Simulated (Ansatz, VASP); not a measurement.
**Two plane-wave programs on AlNi**

```
Al Ni
1.0
     1.91931   -1.95319    0.00000
     1.91931    1.95319    0.00000
     0.00000    0.00000    3.09943
Al Ni
1 1
Direct
  0.00000 0.00000 0.00000
  0.50000 0.50000 0.50000
```

Change from the starting cell: strain -0.0100 x Voigt [1, 0, 0, 0, 0, 0], atoms carried along.

Alike in both runs: task single point; functional PBEsol; k mesh 18 × 18 × 16; occupations gaussian, width 0.15 eV; no spin polarisation.

|  | VASP | Ansatz |
| --- | --- | --- |
| version | VASP 6.6.1 | Ansatz 0.2.0 |
| potentials or method | VASP PAW PBE potentials, release 64 (Al, Ni), cutoff 520 eV | scalar-relativistic, plane waves, PAW |
| valence electrons in the cell | 13 | 21 |

```tsv
	VASP	Ansatz	Ansatz less VASP
gap on the k mesh at the Fermi level (eV)	none	none	-
pressure (GPa)	2.7	2.3	-0.40
traceless stress, the component that is largest in VASP (GPa)	-4.61	-4.46	+0.147
```

VASP's potentials were made for PBE, not for PBEsol. A gap of «none» marks a metal or a gap that the smearing closes. The functional is the same, so the differences come from potentials, cutoffs and numerics. VASP's potentials hold 13 valence electrons a cell and Ansatz's 21, so a difference there can come from the potentials and not from the codes.
